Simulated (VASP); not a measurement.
Here is a VASP 6.6.1 calculation.

File INCAR:

```
  ALGO = Fast
  EDIFF = 1E-6
  ENCUT = 520
  GGA = CA
  ISIF = 2
  ISMEAR = -1
  LASPH = True
  LCHARG = False
  LREAL = False
  LWAVE = False
  NBANDS = 10
  NELM = 60
  PREC = Accurate
  SIGMA = 0.15
```

File KPOINTS:

```
k-points
0
Gamma
  20 20 20
```

Contents of POSCAR:

```
Ir
1.0
    0.0000000000      1.8936287994      1.8936287994
    1.8936287994      0.0000000000      1.8936287994
    1.8936287994      1.8936287994      0.0000000000
Ir
1
Direct
    0.0000000000      0.0000000000      0.0000000000
```

Potentials or basis: VASP PAW LDA potentials, release 64 (Ir).

Command:

```bash
$ cat potpaw_LDA.64/Ir/POTCAR > POTCAR
$ mpirun -np 1 vasp_std > vasp.out
```

(1) What does it give for the pressure?

(2) Predict the band gap on the k mesh.

## Answers

(1) 11.4 GPa.

(2) zero (an odd number of electrons rules out a gap without spin polarisation).

Caveat: the cell stands under pressure; spin-orbit coupling is left out, which moves the levels of the heavy elements.
